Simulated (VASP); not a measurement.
# MgH20Cl2O10 in VASP: a series of runs, part 2 of 2

VASP 6.6.1. Earlier steps stand in the parts before.

### Step 3. Single point, PBE+D3(BJ)

File INCAR:

```
  PREC = Accurate
  ENCUT = 520
  EDIFF = 1E-6
  ISMEAR = -1
  SIGMA = 0.02
  LREAL = Auto
  LASPH = T
  NELM = 60
  ALGO = Normal
  ISIF = 2
  LWAVE = F
  LCHARG = F
  GGA = PE
  IVDW = 12
  NBANDS = 70
```

File KPOINTS:

```
Automatic mesh
0
Gamma
  1 1 1
```

File POSCAR:

```
MgH20Cl2O10
1.0
    7.8068320000      0.0000000000      0.0000000000
    0.0000000000      7.8068320000      0.0000000000
    0.0000000000      0.0000000000      7.8068320000
O H Mg Cl
10 20 1 2
Direct
    0.7303602793      0.9749793514      0.6797379526
    0.7821866796      0.2825217707      1.0721634589
    0.2622702781      0.2398412058      0.5677591115
    0.6216606173      0.6293974304      0.0296919416
    0.6187529077      0.6536582317      0.5127816251
    0.1505476229      0.6526206789      1.0076430491
    0.4450973199      0.1925621046      0.1724771328
    0.4321855523      0.8448369326      0.1907688035
    0.1766913903      0.9619394909      0.8336544196
    0.3285839890      0.5156380975      0.3849448790
    0.7701587533      1.0649390175      0.6042784064
    0.6583976701      1.0414980110      0.7596167050
    0.8743623534      0.2165282921      1.1041482640
    0.8097138506      0.3174655225      0.9575459034
    0.1479729550      0.2765270215      0.5874085673
    0.2563139568      0.1216882853      0.5173033056
    0.6809420262      0.5431652686      0.0967614008
    0.6734229711      0.6339319201     -0.0775730796
    0.6424501001      0.7661622538      0.5656455781
    0.7166287170      0.5763541472      0.5581137137
    0.1326018031      0.7598344629      0.9360647187
    0.0846822373      0.5548345347      0.9647062983
    0.4110374093      0.2559296780      0.2783075132
    0.5576653885      0.2184753047      0.1430669957
    0.4366175678      0.9680367145      0.1817638704
    0.5206721497      0.7874512991      0.1286053037
    0.0967998287      0.9682672818      0.7296429589
    0.1680451174      1.0841273387      0.8736450330
    0.4394356123      0.5649923042      0.4329925378
    0.3071028043      0.3991631945      0.4548067641
    0.2272368613      0.7028459175      0.2425695852
    1.0335434399     -0.0745372771      0.3629000855
    0.9122394334      0.4113448323      0.7043702234
```

Potentials or basis: VASP PAW PBE potentials, release 64 (O, H, Mg, Cl).

Run with:

```sh
> cat potpaw_PBE.64/O/POTCAR potpaw_PBE.64/H/POTCAR potpaw_PBE.64/Mg/POTCAR potpaw_PBE.64/Cl/POTCAR > POTCAR
> mpirun -np 1 vasp_gam > vasp.out
```

OUTCAR:

```text
PREC = Accurate
   ENCUT = 520
   EDIFF = 1E-6
   ISMEAR = -1
   LREAL = Auto
   LASPH = T
   NELM = 60
   ISIF = 2
   GGA = PE
   IVDW = 12
 IVDW          = 12

 ion  position               nearest neighbor table
   1  0.730  0.975  0.680-  11 0.97  12 0.99
   2  0.782  0.283  0.072-  13 0.92  14 0.96
   3  0.262  0.240  0.568-  15 0.95  16 1.00
   4  0.622  0.629  0.030-  18 0.93  17 0.97
   5  0.619  0.654  0.513-  19 0.99  20 1.04
   6  0.151  0.653  0.008-  22 0.98  21 1.02  31 1.97
   7  0.445  0.193  0.172-  24 0.93  23 1.00
   8  0.432  0.845  0.191-  26 0.96  25 0.96  31 1.99
   9  0.177  0.962  0.834-  28 1.01  27 1.03
  10  0.329  0.516  0.385-  29 1.02  30 1.07  31 2.00
  11  0.770  0.065  0.604-   1 0.97
  12  0.658  0.041  0.760-   1 0.99
  13  0.874  0.217  0.104-   2 0.92
  14  0.810  0.317  0.958-   2 0.96
  15  0.148  0.277  0.587-   3 0.95
  16  0.256  0.122  0.517-   3 1.00
[... 12 lines left out ...]
  29  0.439  0.565  0.433-  10 1.02
  30  0.307  0.399  0.455-  10 1.07
  31  0.227  0.703  0.243-   6 1.97   8 1.99  10 2.00  32 2.49
  32  0.034  0.925  0.363-  31 2.49
  33  0.912  0.411  0.704-

  LATTYP: Found a simple cubic cell.
 ALAT       =     7.8068320000

  Lattice vectors:

 A1 = (   7.8068320000,   0.0000000000,   0.0000000000)
 A2 = (   0.0000000000,   7.8068320000,   0.0000000000)
 A3 = (   0.0000000000,   0.0000000000,   7.8068320000)

Analysis of symmetry for initial positions (statically):
=====================================================================
 Subroutine PRICEL returns:
 Original cell was already a primitive cell.

 Routine SETGRP: Setting up the symmetry group for a
 simple cubic supercell.

 Subroutine GETGRP returns: Found  1 space group operations
 (whereof  1 operations were pure point group operations)
 out of a pool of 48 trial point group operations.

The static configuration has the point symmetry C_1 .

Analysis of symmetry for dynamics (positions and initial velocities):
=====================================================================
 Subroutine PRICEL returns:
 Original cell was already a primitive cell.

 Routine SETGRP: Setting up the symmetry group for a
 simple cubic supercell.

 Subroutine GETGRP returns: Found  1 space group operations
 (whereof  1 operations were pure point group operations)
 out of a pool of 48 trial point group operations.

The dynamic configuration has the point symmetry C_1 .

 Subroutine INISYM returns: Found  1 space group operations
 (whereof  1 operations are pure point group operations),
 and found     1 'primitive' translations

----------------------------------------------------------------------------------------

                                     Primitive cell

  volume of cell :     475.8001

  direct lattice vectors                    reciprocal lattice vectors
     7.806832000  0.000000000  0.000000000     0.128092932  0.000000000  0.000000000
     0.000000000  7.806832000  0.000000000     0.000000000  0.128092932  0.000000000
     0.000000000  0.000000000  7.806832000     0.000000000  0.000000000  0.128092932

  length of vectors
     7.806832000  7.806832000  7.806832000     0.128092932  0.128092932  0.128092932

  position of ions in fractional coordinates (direct lattice)
     0.730360279  0.974979351  0.679737953
     0.782186680  0.282521771  0.072163459
     0.262270278  0.239841206  0.567759112
     0.621660617  0.629397430  0.029691942
     0.618752908  0.653658232  0.512781625
     0.150547623  0.652620679  0.007643049
[... 25 lines left out ...]
     0.033543440  0.925462723  0.362900086
     0.912239433  0.411344832  0.704370223

  ion indices of the primitive-cell ions
   primitive index   ion index
                 1           1
                 2           2
                 3           3
                 4           4
                 5           5
                 6           6
[... 25 lines left out ...]
                32          32
                33          33

----------------------------------------------------------------------------------------

 KPOINTS: Automatic mesh

Automatic generation of k-mesh.
 Grid dimensions read from file:
 generate k-points for:    1    1    1

 Generating k-lattice:

  Cartesian coordinates                     Fractional coordinates (reciprocal lattice)
     0.128092932  0.000000000  0.000000000     1.000000000  0.000000000  0.000000000
     0.000000000  0.128092932  0.000000000     0.000000000  1.000000000  0.000000000
     0.000000000  0.000000000  0.128092932     0.000000000  0.000000000  1.000000000

  Length of vectors
     0.128092932  0.128092932  0.128092932

  Shift w.r.t. Gamma in fractional coordinates (k-lattice)
     0.000000000  0.000000000  0.000000000

 Subroutine IBZKPT returns following result:
 ===========================================

 Found      1 irreducible k-points:

 Following reciprocal coordinates:
            Coordinates               Weight
  0.000000  0.000000  0.000000      1.000000
   k-points           NKPTS =      1   k-points in BZ     NKDIM =      1   number of bands    NBANDS=     70
   number of dos      NEDOS =    301   number of ions     NIONS =     33
   total plane-waves  NPLWV = 216000
   dimension x,y,z NGX =    60 NGY =   60 NGZ =   60
   dimension x,y,z NGXF=   120 NGYF=  120 NGZF=  120
   ions per type =              10  20   1   2
   NGX,Y,Z   is equivalent  to a cutoff of  12.78, 12.78, 12.78 a.u.
   NGXF,Y,Z  is equivalent  to a cutoff of  25.55, 25.55, 25.55 a.u.
 SYSTEM =  unknown system
   PREC   = accura    normal or accurate (medium, high low for compatibility)
   ISTART =      0    job   : 0-new  1-cont  2-samecut
   ICHARG =      2    charge: 1-file 2-atom 10-const
   ISPIN  =      1    spin polarized calculation?
   LNONCOLLINEAR =      F non collinear calculations
   LSORBIT =      F    spin-orbit coupling
   LASPH  =      T    aspherical Exc in radial PAW
   ENCUT  =  520.0 eV  38.22 Ry    6.18 a.u.  14.52 14.52 14.52*2*pi/ulx,y,z
   NELM   =     60;   NELMIN=  2; NELMDL= -5     # of ELM steps
   EDIFF  = 0.1E-05   stopping-criterion for ELM
   LREAL  =      T    real-space projection
   EDIFFG = 0.1E-04   stopping-criterion for IOM
   NSW    =      0    number of steps for IOM
   IBRION =     -1    ionic relax: 0-MD 1-quasi-New 2-CG
   NFREE  =      0    steps in history (QN), initial steepest desc. (CG)
   ISIF   =      2    stress and relaxation
   ISYM   =      2    0-nonsym 1-usesym 2-fastsym
   POTIM  = 0.5000    time-step for ionic-motion
   TEBEG  =    0.0;   TEEND  =   0.0 temperature during run
   PSTRESS=    0.0 pullay stress
   NELECT =      96.0000    total number of electrons
   NUPDOWN=      -1.0000    fix difference up-down
   EMIN   =  10.00;   EMAX   =-10.00  energy-range for DOS
   EFERMI =   0.00;   METHOD = LEGACY
   ISMEAR =    -1;   SIGMA  =   0.02  broadening in eV -4-tet -1-fermi 0-gaus
   EFERMI_NEDOS =   21; number of points for ismear=-14 and -15
   IALGO  =     38    algorithm
   IMIX   =      4    mixing-type and parameters
     AMIX     =   0.40;   BMIX     =  1.00
     AMIX_MAG =   1.60;   BMIX_MAG =  1.00
  volume/ion in A,a.u.               =      14.42        97.30
  Fermi-wavevector in a.u.,A,eV,Ry     =   0.960190  1.814496 12.544087  0.921964
  Thomas-Fermi vector in A             =   2.089452
   LORBIT       =      0    0 simple, 1 ext, 2 COOP (PROOUT), +10 PAW based schemes
   GGA     = PE    functional components
   LHFCALC =     F    Hartree Fock is set to
   AEXX    =    0.0000 exact exchange contribution
   IVDW    =    12    specifies the selected vdW correction
   LEPSILON=     F    determine dielectric tensor
   LRPA    =     F    only Hartree local field effects (RPA)
 non-spin polarized calculation
  energy-cutoff  :      520.00
  volume of cell :      475.80
 maximum number of plane-waves:      6447
 NGX is ok and might be reduce to    60
   NGX = 29   NGY = 29   NGZ = 29

 number of electron      96.0000001 magnetization

 Free energy of the ion-electron system (eV)
  ---------------------------------------------------
  ext. energy  EPLUGINS =         0.00000000
  ---------------------------------------------------
  free energy    TOTEN  =      -156.51688819 eV

  energy without entropy =     -156.51688819  energy(sigma->0) =     -156.51688819

 E-fermi :  -2.9158     XC(G=0):  -6.1370

 val. band max:       -3.4398952447   @ k =   0.0000   0.0000   0.0000
 cond. band min:       0.5608190100   @ k =   0.0000   0.0000   0.0000
 fundamental gap:      4.0007142548
 Fermi energy:        -2.9157551827

 k-point     1 :       0.0000    0.0000    0.0000
  band No.  band energies     occupation
      1     -23.2509      2.00000
      2     -23.1796      2.00000
      3     -23.1220      2.00000
      4     -23.0389      2.00000
      5     -22.7136      2.00000
      6     -22.5221      2.00000
[... 52 lines left out ...]
     59       4.6750      0.00000
     60       5.1136      0.00000
 [bands above 60 left out]

------------------------ aborting loop because EDIFF is reached ----------------------------------------

 Edisp (eV)   -1.17389

 E8    (eV) :    -0.2865

  FORCE on cell =-STRESS in cart. coord.  units (eV):
  Direction    XX          YY          ZZ          XY          YZ          ZX
  --------------------------------------------------------------------------------------
  -------------------------------------------------------------------------------------
  Total       1.56810    -7.72182    -2.01591     0.48280    -0.87193    -3.47923
  in kB       5.28033   -26.00194    -6.78826     1.62574    -2.93608   -11.71574
  external pressure =       -9.17 kB  Pullay stress =        0.00 kB

 VOLUME and BASIS-vectors are now :
 -----------------------------------------------------------------------------
  energy-cutoff  :      520.00
  volume of cell :      475.80
      direct lattice vectors                 reciprocal lattice vectors
     7.806832000  0.000000000  0.000000000     0.128092932  0.000000000  0.000000000
     0.000000000  7.806832000  0.000000000     0.000000000  0.128092932  0.000000000
     0.000000000  0.000000000  7.806832000     0.000000000  0.000000000  0.128092932

 POSITION                                       TOTAL-FORCE (eV/Angst)
 -----------------------------------------------------------------------------------
      5.70180      7.61150      5.30660        -0.672842      0.250248      0.641209
      6.10640      2.20560      0.56337        -2.605032      1.445313      0.226878
      2.04750      1.87240      4.43240         1.986558     -1.172431     -0.980075
      4.85320      4.91360      0.23180        -1.047743      0.042107      2.028697
      4.83050      5.10300      4.00320         1.405991     -1.096844      0.723426
      1.17530      5.09490      0.05967        -0.247594      0.351886     -0.088221
[... 25 lines left out ...]
      0.26187      7.22493      2.83310         0.597541     -0.447259     -0.129519
      7.12170      3.21130      5.49890         0.017355     -0.037224      0.224539
 -----------------------------------------------------------------------------------
    total drift:                                0.006703      0.007729     -0.001639

  FREE ENERGIE OF THE ION-ELECTRON SYSTEM (eV)
  ---------------------------------------------------
  free  energy   TOTEN  =      -157.6907733599 eV

  energy  without entropy=     -157.6907733599  energy(sigma->0) =     -157.69077336
```

Run time: 67 s. Hardware: 1 thread of Intel Xeon Platinum 8259CL at 2.50GHz (Skylake/Cascade Lake), shared host; peak memory 0.46 GiB.

Results:

* Free energy: -157.6908 eV
* Pressure: -0.9 GPa
* Largest force: 3.605 eV/Å
* Band gap on the k mesh: 4.00 eV
* Dispersion energy per atom: -0.036 eV

Forces on the atoms (eV/Å):
```
O   -0.673  0.250  0.641
O   -2.605  1.445  0.227
O    1.987 -1.172 -0.980
O   -1.048  0.042  2.029
O    1.406 -1.097  0.723
O   -0.248  0.352 -0.088
O   -3.236 -0.621  1.461
O   -1.763 -0.512  1.182
O   -1.538  1.302 -1.217
O    0.316 -0.884  0.635
H    0.382  0.141 -0.428
H    0.249 -0.479 -0.224
H    2.395 -1.947  1.222
H    0.201  0.446 -1.515
H   -2.013  0.450  0.535
H   -0.265  0.978  0.282
H    0.192 -0.193  0.000
H    1.084 -0.028 -2.175
H   -0.042 -0.060 -0.178
H   -1.325  0.984 -0.547
H    0.160 -0.634  0.226
H   -0.053  0.364 -0.480
H    0.610 -0.409 -1.194
H    2.747  0.954 -0.511
H    0.116  1.346 -0.066
H    1.376 -0.757 -0.938
H    1.061 -0.415  1.312
H    0.300 -1.314 -0.116
H   -0.182 -0.094  0.129
H   -0.026  1.397 -0.603
Mg  -0.179  0.650  0.561
Cl   0.598 -0.447 -0.130
Cl   0.017 -0.037  0.225
```

Stress tensor (GPa, compression positive):
```
 0.53  0.16 -1.17
 0.16 -2.60 -0.29
-1.17 -0.29 -0.68
```

Caveat: the k points lie up to 0.80 Å⁻¹ apart.

### Step 4. Single point, PBE+D3(BJ)

File INCAR:

```
SYSTEM = MgH20Cl2O10
PREC = Accurate ; ENCUT = 520
EDIFF = 1E-7 ; ISMEAR = -1
SIGMA = 0.02 ; LREAL = Auto
LASPH = .TRUE. ; NELM = 60
ALGO = Normal ; ISIF = 2
LWAVE = .FALSE. ; LCHARG = .FALSE.
GGA = PE ; IVDW = 12
NBANDS = 70
```

File KPOINTS:

```
Automatic mesh
0
G
  1 1 1
  0 0 0
```

File POSCAR:

```
MgH20Cl2O10
1.0
    7.8068320000      0.0000000000      0.0000000000
    0.0000000000      7.8068320000      0.0000000000
    0.0000000000      0.0000000000      7.8068320000
O H Mg Cl
10 20 1 2
Direct
    0.6820564347      0.9497962810      0.6681839701
    0.7852096728      0.2633334495      1.0808609690
    0.2460152851      0.2250464721      0.5662091870
    0.6563353739      0.6134754789      0.0111953223
    0.6042784064      0.6507633314      0.5091822137
    0.1240836232      0.6414509752      1.0371044234
    0.4451997942      0.1811105965      0.1219316619
    0.4545121504      0.8550331300      0.2083047259
    0.1284644014      0.9488740119      0.8525609364
    0.3479132124      0.5230931061      0.4019043832
    0.7606798763      0.9715080330      0.5720117968
    0.7019236484      1.0526164775      0.7354968059
    0.8675221908      0.1926261510      1.1424608599
    0.8406995309      0.2892466496      0.9656926139
    0.1242117161      0.2542132327      0.5840653417
    0.2520868900      0.1345231971      0.4810786245
    0.7042037026      0.5434086451      0.0993360687
    0.7318077294      0.6148716919     -0.0854251763
    0.5762772915      0.7672894716      0.5465725406
    0.6839265915      0.5966440677      0.5978993784
    0.1217010946      0.7522897893      0.9631179459
    0.1481779037      0.5478278513      0.9534853574
    0.4000854636      0.2586708667      0.2096625110
    0.5611495162      0.2360752736      0.1075596349
    0.4619799683      0.9788861858      0.1917166912
    0.5409748794      0.7864393649      0.1407869415
    0.1493435493      0.9377939733      0.7262228776
    0.2123908904      1.0341198581      0.8819326457
    0.4559211726      0.5584339461      0.4650413894
    0.2963814259      0.4262292310      0.4678210060
    0.2521637458      0.7051003531      0.2538417632
    1.0626077262     -0.1063683707      0.3773617775
    0.9117526802      0.4274717325      0.7228668428
```

Run with:

```sh
> cat potpaw_PBE.64/O/POTCAR potpaw_PBE.64/H/POTCAR potpaw_PBE.64/Mg/POTCAR potpaw_PBE.64/Cl/POTCAR > POTCAR
> mpirun -np 1 vasp_gam > vasp.out
```

Run time: 77 s. Hardware: 1 thread of Intel Xeon Platinum 8259CL at 2.50GHz (Skylake/Cascade Lake), shared host; peak memory 0.46 GiB.

It converged, with:

- Free energy: -157.9381 eV
- Pressure: -1.3 GPa
- Largest force: 2.270 eV/Å
- Band gap on the k mesh: 3.79 eV
- Dispersion energy per atom: -0.036 eV

Forces in eV/Å, atoms in the order of the input:
```
O    0.461  0.387 -0.567
O    0.531  0.200 -0.841
O    0.121  0.667  0.135
O   -1.739  1.107  0.617
O    1.330 -0.644  1.134
O    0.668  0.573 -1.116
O    0.506  0.930  0.509
O    0.193 -2.261 -0.060
O   -0.014 -0.698 -1.356
O   -1.401 -0.817 -0.639
H   -0.082 -0.358  0.166
H   -0.249  0.115  0.336
H   -0.081 -0.073  0.007
H   -0.490  0.032  0.715
H   -0.001 -0.116  0.100
H   -0.423 -0.326 -0.132
H    0.741 -0.693  0.305
H    0.821 -0.234 -0.583
H    0.359 -0.051  0.371
H   -0.630  0.673 -0.998
H   -0.096 -0.860  0.472
H   -0.447  0.614  0.494
H   -0.370 -0.170 -0.033
H   -0.062 -0.764 -0.398
H    0.155  0.934 -0.603
H   -0.140  0.818  0.112
H   -0.495 -0.088  0.994
H    0.493  0.525  0.469
H    0.644  0.402  0.083
H    0.017 -0.012 -0.165
Mg  -0.193  0.052  0.154
Cl  -0.076  0.257  0.202
Cl  -0.053 -0.117  0.116
```

Stress tensor (GPa, compression positive):
```
-0.45  0.78  0.38
 0.78 -1.43  0.47
 0.38  0.47 -1.91
```

Levels at points of the mesh, in eV from the valence-band top:
| k point | band 46 | band 47 | band 48 | band 49 | band 50 | band 51 |
| --- | --- | --- | --- | --- | --- | --- |
| (0.00, 0.00, 0.00) | -0.22 | -0.09 | 0.00 | 3.79 | 6.07 | 6.28 |

Caveat: the k points lie up to 0.80 Å⁻¹ apart.
